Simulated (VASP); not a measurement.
# NaCl (Fm-3m) in VASP: a series of runs

NaCl is run at these levels: r2SCAN; tasks: single point, relaxation of cell and atoms.

Everything below comes from runs of VASP 6.6.1. Logs are shortened: lines on timing, memory, paths and dates and some standing lists are left out, and cuts for length are marked.

## Step 1: The cell of the first run

It takes space group Fm-3m (No. 225, cubic). The conventional cell has a = 5.663 Å, b = 5.663 Å, c = 5.663 Å, α = 90.00°, β = 90.00°, γ = 90.00°. Within 3.7 Å of Na (site symmetry m-3m) lie 6 Cl at 2.83 Å. Within 3.7 Å of Cl (site symmetry m-3m) lie 6 Na at 2.83 Å.

## Step 2: Single point, r2SCAN (22.71 Å³/atom)

POSCAR reads:

```
NaCl
1.0
    0.0000000000      2.8317445743      2.8317445743
    2.8317445743      0.0000000000      2.8317445743
    2.8317445743      2.8317445743      0.0000000000
Na Cl
1 1
Direct
    0.0000000000      0.0000000000      0.0000000000
    0.5000000000      0.5000000000      0.5000000000
```

INCAR.step1 reads:

```
SYSTEM = NaCl
PREC = Accurate
ENCUT = 520
ISMEAR = 0
SIGMA = 0.02
LREAL = .FALSE.
LASPH = .TRUE.
NELM = 80
NBANDS = 14
GGA = PE
ALGO = Normal
EDIFF = 1E-4
LWAVE = .TRUE.
LCHARG = .FALSE.
```

INCAR.step2 reads:

```
SYSTEM = NaCl
PREC = Accurate
ENCUT = 520
EDIFF = 1E-7
ISMEAR = 0
SIGMA = 0.02
LREAL = .FALSE.
LASPH = .TRUE.
NELM = 80
ALGO = Normal
ISIF = 2
LWAVE = .FALSE.
LCHARG = .TRUE.
METAGGA = R2SCAN
LMIXTAU = .TRUE.
LELF = .TRUE.
LVHAR = .TRUE.
NBANDS = 14
ISTART = 1
```

KPOINTS reads:

```
regular mesh
0
G
  8 8 8
  0 0 0
```

Potentials or basis: VASP PAW PBE potentials, release 64 (Na_pv, Cl).

Command:

```console
$ cat potpaw_PBE.64/Na_pv/POTCAR potpaw_PBE.64/Cl/POTCAR > POTCAR
$ cp INCAR.step1 INCAR
$ mpirun -np 1 vasp_std > vasp.out
$ cp INCAR.step2 INCAR
$ mpirun -np 1 vasp_std > vasp.out
```

OUTCAR:

```text
SYSTEM = NaCl
   PREC = Accurate
   ENCUT = 520
   EDIFF = 1E-7
   ISMEAR = 0
   LREAL = .FALSE.
   LASPH = .TRUE.
   NELM = 80
   ISIF = 2
   METAGGA = R2SCAN
   ISTART = 1

 ion  position               nearest neighbor table
   1  0.000  0.000  0.000-
   2  0.500  0.500  0.500-

  LATTYP: Found a face centered cubic cell.
 ALAT       =     5.6634891486

  Lattice vectors:

 A1 = (   0.0000000000,   2.8317445743,   2.8317445743)
 A2 = (   2.8317445743,   0.0000000000,   2.8317445743)
 A3 = (   2.8317445743,   2.8317445743,   0.0000000000)

Analysis of symmetry for initial positions (statically):
=====================================================================
 Subroutine PRICEL returns:
 Original cell was already a primitive cell.

 Routine SETGRP: Setting up the symmetry group for a
 face centered cubic supercell.

 Subroutine GETGRP returns: Found 48 space group operations
 (whereof 48 operations were pure point group operations)
 out of a pool of 48 trial point group operations.

The static configuration has the point symmetry O_h .

Analysis of symmetry for dynamics (positions and initial velocities):
=====================================================================
 Subroutine PRICEL returns:
 Original cell was already a primitive cell.

 Routine SETGRP: Setting up the symmetry group for a
 face centered cubic supercell.

 Subroutine GETGRP returns: Found 48 space group operations
 (whereof 48 operations were pure point group operations)
 out of a pool of 48 trial point group operations.

The dynamic configuration has the point symmetry O_h .

 Subroutine INISYM returns: Found 48 space group operations
 (whereof 48 operations are pure point group operations),
 and found     1 'primitive' translations

----------------------------------------------------------------------------------------

                                     Primitive cell

  volume of cell :      45.4143

  direct lattice vectors                    reciprocal lattice vectors
     0.000000000  2.831744574  2.831744574    -0.176569598  0.176569598  0.176569598
     2.831744574  0.000000000  2.831744574     0.176569598 -0.176569598  0.176569598
     2.831744574  2.831744574  0.000000000     0.176569598  0.176569598 -0.176569598

  length of vectors
     4.004691582  4.004691582  4.004691582     0.305827514  0.305827514  0.305827514

  position of ions in fractional coordinates (direct lattice)
     0.000000000  0.000000000  0.000000000
     0.500000000  0.500000000  0.500000000

  ion indices of the primitive-cell ions
   primitive index   ion index
                 1           1
                 2           2

----------------------------------------------------------------------------------------

 KPOINTS: regular mesh

Automatic generation of k-mesh.
 Grid dimensions read from file:
 generate k-points for:    8    8    8

 Generating k-lattice:

  Cartesian coordinates                     Fractional coordinates (reciprocal lattice)
    -0.022071200  0.022071200  0.022071200     0.125000000  0.000000000  0.000000000
     0.022071200 -0.022071200  0.022071200     0.000000000  0.125000000  0.000000000
     0.022071200  0.022071200 -0.022071200     0.000000000  0.000000000  0.125000000

  Length of vectors
     0.038228439  0.038228439  0.038228439

  Shift w.r.t. Gamma in fractional coordinates (k-lattice)
     0.000000000  0.000000000  0.000000000

 Subroutine IBZKPT returns following result:
 ===========================================

 Found     29 irreducible k-points:

 Following reciprocal coordinates:
            Coordinates               Weight
  0.000000  0.000000  0.000000      1.000000
  0.125000  0.000000  0.000000      8.000000
  0.250000  0.000000  0.000000      8.000000
  0.375000  0.000000  0.000000      8.000000
  0.500000  0.000000  0.000000      4.000000
  0.125000  0.125000  0.000000      6.000000
[... 16 lines left out ...]
  0.500000  0.250000  0.125000     48.000000
 -0.375000  0.250000  0.125000     24.000000
 [... further k-points ...]
   k-points           NKPTS =     29   k-points in BZ     NKDIM =     29   number of bands    NBANDS=     14
   number of dos      NEDOS =    301   number of ions     NIONS =      2
   total plane-waves  NPLWV =  27000
   dimension x,y,z NGX =    30 NGY =   30 NGZ =   30
   dimension x,y,z NGXF=    60 NGYF=   60 NGZF=   60
   ions per type =               1   1
   NGX,Y,Z   is equivalent  to a cutoff of  12.45, 12.45, 12.45 a.u.
   NGXF,Y,Z  is equivalent  to a cutoff of  24.91, 24.91, 24.91 a.u.
 SYSTEM =  NaCl
   PREC   = accura    normal or accurate (medium, high low for compatibility)
   ISTART =      1    job   : 0-new  1-cont  2-samecut
   ICHARG =      0    charge: 1-file 2-atom 10-const
   ISPIN  =      1    spin polarized calculation?
   LNONCOLLINEAR =      F non collinear calculations
   LSORBIT =      F    spin-orbit coupling
   LASPH  =      T    aspherical Exc in radial PAW
   ENCUT  =  520.0 eV  38.22 Ry    6.18 a.u.   7.45  7.45  7.45*2*pi/ulx,y,z
   NELM   =     80;   NELMIN=  2; NELMDL=  0     # of ELM steps
   EDIFF  = 0.1E-06   stopping-criterion for ELM
   LREAL  =      F    real-space projection
   EDIFFG = 0.1E-05   stopping-criterion for IOM
   NSW    =      0    number of steps for IOM
   IBRION =     -1    ionic relax: 0-MD 1-quasi-New 2-CG
   NFREE  =      0    steps in history (QN), initial steepest desc. (CG)
   ISIF   =      2    stress and relaxation
   ISYM   =      2    0-nonsym 1-usesym 2-fastsym
   POTIM  = 0.5000    time-step for ionic-motion
   TEBEG  =    0.0;   TEEND  =   0.0 temperature during run
   PSTRESS=    0.0 pullay stress
   NELECT =      14.0000    total number of electrons
   NUPDOWN=      -1.0000    fix difference up-down
   EMIN   =  10.00;   EMAX   =-10.00  energy-range for DOS
   EFERMI =   0.00;   METHOD = LEGACY
   ISMEAR =     0;   SIGMA  =   0.02  broadening in eV -4-tet -1-fermi 0-gaus
   EFERMI_NEDOS =   21; number of points for ismear=-14 and -15
   IALGO  =     38    algorithm
   IMIX   =      4    mixing-type and parameters
     AMIX     =   0.40;   BMIX     =  1.00
     AMIX_MAG =   1.60;   BMIX_MAG =  1.00
  volume/ion in A,a.u.               =      22.71       153.24
  Fermi-wavevector in a.u.,A,eV,Ry     =   1.105911  2.089868 16.640452  1.223039
  Thomas-Fermi vector in A             =   2.242404
   LORBIT       =      0    0 simple, 1 ext, 2 COOP (PROOUT), +10 PAW based schemes
   METAGGA = R2SCAN    functional components
   LHFCALC =     F    Hartree Fock is set to
   AEXX    =    0.0000 exact exchange contribution
   IVDW    =     0    specifies the selected vdW correction
   LEPSILON=     F    determine dielectric tensor
   LRPA    =     F    only Hartree local field effects (RPA)
 non-spin polarized calculation
 Gauss-broadening in eV      SIGMA  =   0.02
  energy-cutoff  :      520.00
  volume of cell :       45.41
 maximum number of plane-waves:      1243
 NGX is ok and might be reduce to    30
   NGX = 15   NGY = 15   NGZ = 15

 number of electron      13.9999993 magnetization

 Free energy of the ion-electron system (eV)
  ---------------------------------------------------
  ext. energy  EPLUGINS =         0.00000000
  ---------------------------------------------------
  free energy    TOTEN  =       -13.78513797 eV

  energy without entropy =      -13.78513797  energy(sigma->0) =      -13.78513797

 E-fermi :  -1.0514     XC(G=0):  -8.5859

 val. band max:       -1.2352408325   @ k =   0.0000   0.0000   0.0000
 cond. band min:       4.6348734773   @ k =   0.0000   0.0000   0.0000
 fundamental gap:      5.8701143097
 Fermi energy:        -1.0513895490

 k-point     1 :       0.0000    0.0000    0.0000
  band No.  band energies     occupation
      1     -22.7778      2.00000
      2     -22.7775      2.00000
      3     -22.7775      2.00000
      4     -14.4292      2.00000
      5      -1.2352      2.00000
      6      -1.2352      2.00000
      7      -1.2352      2.00000
      8       4.6349      0.00000
      9      10.5128      0.00000
     10      10.5128      0.00000
     11      10.5128      0.00000
     12      12.7465      0.00000
     13      12.7465      0.00000
     14      14.3097      0.00000

 k-point     2 :       0.1250    0.0000    0.0000
  band No.  band energies     occupation
      1     -22.7815      2.00000
      2     -22.7780      2.00000
      3     -22.7777      2.00000
      4     -14.3833      2.00000
      5      -1.5854      2.00000
      6      -1.2770      2.00000
      7      -1.2770      2.00000
      8       5.1191      0.00000
      9       9.9690      0.00000
     10      10.7186      0.00000
     11      10.7187      0.00000
     12      12.5208      0.00000
     13      12.5208      0.00000
     14      15.3065      0.00000

 k-point     3 :       0.2500    0.0000    0.0000
  band No.  band energies     occupation
      1     -22.7909      2.00000
      2     -22.7787      2.00000
      3     -22.7783      2.00000
      4     -14.2694      2.00000
      5      -2.2954      2.00000
      6      -1.3747      2.00000
      7      -1.3747      2.00000
      8       6.0763      0.00000
      9       9.4427      0.00000
     10      10.8715      0.00000
     11      10.8718      0.00000
     12      12.7423      0.00000
     13      12.7424      0.00000
     14      15.3827      0.00000
[... 324 lines left out ...]
 k-point    23 :       0.5000    0.2500    0.1250
  band No.  band energies     occupation
      1     -22.7969      2.00000
      2     -22.7844      2.00000
      3     -22.7805      2.00000
      4     -14.1061      2.00000
      5      -2.7370      2.00000
      6      -1.9154      2.00000
      7      -1.5968      2.00000
      8       7.6404      0.00000
      9       9.0454      0.00000
     10       9.4892      0.00000
     11      11.4925      0.00000
     12      13.2702      0.00000
     13      15.6665      0.00000
     14      16.1100      0.00000

 k-point    24 :      -0.3750    0.2500    0.1250
  band No.  band energies     occupation
      1     -22.7988      2.00000
      2     -22.7848      2.00000
      3     -22.7813      2.00000
      4     -14.0687      2.00000
      5      -2.8543      2.00000
      6      -1.9933      2.00000
      7      -1.6494      2.00000
      8       7.7487      0.00000
      9       9.1883      0.00000
     10       9.7224      0.00000
     11      11.3089      0.00000
     12      13.8884      0.00000
     13      15.2741      0.00000
     14      16.2077      0.00000

 [... further k-points ...]

------------------------ aborting loop because EDIFF is reached ----------------------------------------

  FORCE on cell =-STRESS in cart. coord.  units (eV):
  Direction    XX          YY          ZZ          XY          YZ          ZX
  --------------------------------------------------------------------------------------
  -------------------------------------------------------------------------------------
  Total       -0.2809622     -0.2809622     -0.2809622      0.0000000     -0.0000000      0.0000000
  in kB       -9.9121116     -9.9121116     -9.9121116      0.0000000     -0.0000000      0.0000000
  external PRESSURE =      -9.9121116 kB  Pullay stress =       0.0000000 kB

 VOLUME and BASIS-vectors are now :
 -----------------------------------------------------------------------------
  energy-cutoff  :      520.00
  volume of cell :       45.41
      direct lattice vectors                 reciprocal lattice vectors
     0.000000000  2.831744574  2.831744574    -0.176569598  0.176569598  0.176569598
     2.831744574  0.000000000  2.831744574     0.176569598 -0.176569598  0.176569598
     2.831744574  2.831744574  0.000000000     0.176569598  0.176569598 -0.176569598

 POSITION                                       TOTAL-FORCE (eV/Angst)
 -----------------------------------------------------------------------------------
      0.00000      0.00000      0.00000        -0.000000      0.000000     -0.000000
      2.83174      2.83174      2.83174         0.000000     -0.000000      0.000000
 -----------------------------------------------------------------------------------
    total drift:                               -0.000000      0.000000      0.000000

  FREE ENERGIE OF THE ION-ELECTRON SYSTEM (eV)
  ---------------------------------------------------
  free  energy   TOTEN  =       -13.7851379706 eV

  energy  without entropy=      -13.7851379706  energy(sigma->0) =      -13.78513797
```

Wall time 39 s (1 thread of Intel Xeon 6975P-C (Granite Rapids), shared host); peak memory 0.17 GiB.

Results:

```
Free energy            : -13.7851 eV
Pressure               : -1.0 GPa
Band gap on the k mesh : 5.87 eV
```

Caveat: the PAW data sets were made with another functional, which shifts forces and pressure a little. r2SCAN opens gaps a little over a GGA but as a rule still falls short of measured ones.

## Step 3: Single point, r2SCAN (23.37 Å³/atom)

This run uses another cell than the first one, of 23.37 Å³/atom.

POSCAR reads:

```
NaCl
1.0
    0.0000000000      2.8589745579      2.8589745579
    2.8589745579      0.0000000000      2.8589745579
    2.8589745579      2.8589745579      0.0000000000
Na Cl
1 1
Direct
    0.0000000000      0.0000000000      0.0000000000
    0.5000000000      0.5000000000      0.5000000000
```

INCAR.step1 reads:

```
PREC = Accurate
ENCUT = 520
ISMEAR = 0
SIGMA = 0.02
LREAL = F
LASPH = T
NELM = 60
NBANDS = 14
GGA = PE
ALGO = Normal
EDIFF = 1E-4
LWAVE = T
LCHARG = F
```

INCAR.step2 reads:

```
PREC = Accurate
ENCUT = 520
EDIFF = 1E-6
ISMEAR = 0
SIGMA = 0.02
LREAL = F
LASPH = T
NELM = 60
ALGO = Normal
ISIF = 2
LWAVE = F
LCHARG = T
METAGGA = R2SCAN
LMIXTAU = T
LELF = T
LVHAR = T
NBANDS = 14
ISTART = 1
```

KPOINTS reads:

```
Automatic mesh
0
Gamma
  8 8 8
```

Potentials or basis: VASP PAW PBE potentials, release 64 (Na_pv, Cl).

Command:

```console
$ cat potpaw_PBE.64/Na_pv/POTCAR potpaw_PBE.64/Cl/POTCAR > POTCAR
$ cp INCAR.step1 INCAR
$ mpirun -np 1 vasp_std > vasp.out
$ cp INCAR.step2 INCAR
$ mpirun -np 1 vasp_std > vasp.out
```

Run time: 33 s. Hardware: 1 thread of Intel Xeon 6975P-C (Granite Rapids), shared host; peak memory 0.16 GiB.

It converged, with:

| Quantity | Value |
| --- | --- |
| Free energy | -13.7745 eV |
| Pressure | -1.6 GPa |
| Band gap on the k mesh | 5.76 eV |

Levels at points of the mesh, in eV from the valence-band top:
```
           k point  band 3  band 4  band 5  band 6  band 7  band 8  band 9  band 10  band 11  band 12
(0.00, 0.00, 0.00)  -21.60  -13.13    0.00    0.00    0.00    5.76   11.72    11.72    11.72    13.92
(0.50, 0.00, 0.00)  -21.60  -12.83   -1.80   -0.26   -0.26    7.87   11.27    11.67    11.67    15.69
(0.50, 0.50, 0.00)  -21.60  -12.78   -1.57   -0.57   -0.57    8.32    8.64    11.90    15.53    15.53
```

Caveat: the PAW data sets were made with another functional, which shifts forces and pressure a little.

## Step 4: Relaxation of cell and atoms, r2SCAN

This run uses another cell than the first one, of 22.19 Å³/atom.

POSCAR reads:

```
NaCl
1.0
    0.0000000000      2.8100000000      2.8100000000
    2.8100000000      0.0000000000      2.8100000000
    2.8100000000      2.8100000000      0.0000000000
Na Cl
1 1
Direct
    0.0000000000      0.0000000000      0.0000000000
    0.5000000000      0.5000000000      0.5000000000
```

INCAR.step1 reads:

```
SYSTEM = NaCl
PREC = Accurate
ENCUT = 600
ISMEAR = 0
SIGMA = 0.02
LREAL = .False.
LASPH = .True.
NELM = 80
GGA = PE
ALGO = Normal
EDIFF = 1E-4
LWAVE = .True.
LCHARG = .False.
```

INCAR.step2 reads:

```
SYSTEM = NaCl
PREC = Accurate
ENCUT = 600
EDIFF = 1E-6
ISMEAR = 0
SIGMA = 0.02
LREAL = .False.
LASPH = .True.
NELM = 80
ALGO = Normal
ISIF = 3
LWAVE = .False.
LCHARG = .False.
METAGGA = R2SCAN
LMIXTAU = .True.
IBRION = 2
NSW = 100
EDIFFG = -0.005
ISTART = 1
```

KPOINTS reads:

```
regular mesh
0
Gamma
  8 8 8
  0 0 0
```

Command:

```console
$ cat potpaw_PBE.64/Na_pv/POTCAR potpaw_PBE.64/Cl/POTCAR > POTCAR
$ cp INCAR.step1 INCAR
$ mpirun -np 1 vasp_std > vasp.out
$ cp INCAR.step2 INCAR
$ mpirun -np 1 vasp_std > vasp.out
```

Wall time 75 s (1 thread of Intel Xeon 6975P-C (Granite Rapids), shared host); peak memory 0.19 GiB.

The run converged. Its results:

- Free energy: -13.7915 eV
- Relaxed volume: 21.88 Å³/atom
- Relaxed cell: a = 3.956 Å, b = 3.956 Å, c = 3.956 Å, α = 60.00°, β = 60.00°, γ = 60.00°
- Space group after relaxing (to 0.1 Å): Fm-3m (No. 225)
- Energy gained by relaxing: 0.5 meV/atom
- Ionic steps: 5
- Pressure after relaxing: 0.0 GPa
- Band gap on the k mesh: 6.02 eV

The path:
```
step  energy change (eV)  largest force (eV/Å)  pressure (GPa)  volume (Å³)
   1              0.0000                0.0000           -0.39        44.38
   2             -0.0007                0.0000           -0.18        44.03
   3             -0.0008                0.0000           -0.10        43.92
   4             -0.0009                0.0000            0.05        43.69
   5             -0.0009                0.0000            0.00        43.77
```

Final structure:
```cif
data_structure
_symmetry_space_group_name_H-M 'P 1'
_symmetry_Int_Tables_number 1
_cell_length_a 3.9556
_cell_length_b 3.9556
_cell_length_c 3.9556
_cell_angle_alpha 60.000
_cell_angle_beta 60.000
_cell_angle_gamma 60.000
_cell_volume 43.77
loop_
_atom_site_label
_atom_site_type_symbol
_atom_site_fract_x
_atom_site_fract_y
_atom_site_fract_z
_atom_site_occupancy
Na1 Na 0.00000 0.00000 0.00000 1
Cl1 Cl 0.50000 0.50000 0.50000 1
```

Levels at points of the mesh, in eV from the valence-band top:
| k point | band 5 | band 6 | band 7 | band 8 | band 9 | band 10 |
| --- | --- | --- | --- | --- | --- | --- |
| (0.00, 0.00, 0.00) | 0.00 | 0.00 | 0.00 | 6.02 | 11.78 | 11.78 |
| (0.50, 0.00, 0.00) | -2.00 | -0.29 | -0.29 | 7.99 | 11.82 | 11.83 |
| (0.50, 0.50, 0.00) | -1.75 | -0.63 | -0.63 | 8.52 | 8.59 | 12.39 |

Caveat: the PAW data sets were made with another functional, which shifts forces and pressure a little. A k mesh can miss the band edges.

## Step 5: The runs side by side

| task | cell | cutoff (eV) | gap on the mesh (eV) | pressure (GPa) |
| --- | --- | --- | --- | --- |
| single point | a = 4.005 Å, angles 60.0°, 2 atoms | 520 | 5.87 | -1.0 |
| single point | a = 4.043 Å, angles 60.0°, 2 atoms | 520 | 5.76 | -1.6 |
| relaxation of cell and atoms | relaxed from a = 3.974 Å, angles 60.0°, 2 atoms | 600 | 6.02 | 0.0 |

Alike in all rows: level r2SCAN; potentials or basis VASP PAW PBE potentials, release 64 (Na_pv, Cl); no spin polarisation; k mesh 8 × 8 × 8; smearing gaussian 0.02 eV.

Caveats: the PAW data sets were made with another functional, which shifts forces and pressure a little.

Absolute energies hang on the potentials; compare differences alone.
